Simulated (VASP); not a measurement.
SnTe, 2 atoms in the cell. It takes space group R-3m (No. 166, trigonal). The conventional cell has a = 4.397 Å, b = 4.397 Å, c = 11.262 Å, α = 90.00°, β = 90.00°, γ = 120.00°. Within 4.2 Å of Sn (site symmetry -3m) lie 6 Te at 3.16 Å. Te (site symmetry -3m) has 6 Sn at 3.16 Å within 4.2 Å.  This cell differs from its parent crystal: equal xy, yz and zx shear strains of +3 %.

```yaml
Program: VASP 6.6.1
Task: electric field gradients
Functional: PBE
Potentials_or_basis: VASP PAW PBE potentials, release 64 (Sn_d, Te)
Cutoff: 520 eV
k_mesh: 11 × 11 × 11
Occupations: fermi-dirac, width 0.08 eV
Spin: no spin polarisation
Dipole_correction: no
Further_INCAR_settings: ALGO = Normal; EDIFF = 1e-08; NBANDS = 17
```

Potentials or basis: VASP PAW PBE potentials, release 64 (Sn_d, Te).

Launch:

```sh
$ cat potpaw_PBE.64/Sn_d/POTCAR potpaw_PBE.64/Te/POTCAR > POTCAR
$ mpirun -np 1 vasp_std > vasp.out
```

Hardware: 1 thread of AMD EPYC 9R45 (Zen 5), with other jobs on the host.

Problem. How long does it take, and how much memory?

Solution. Wall time 4.7 min on 1 thread of AMD EPYC 9R45 (Zen 5), with other jobs on the host, peak memory 0.28 GiB. Counts: scf iterations 19, k points 146.
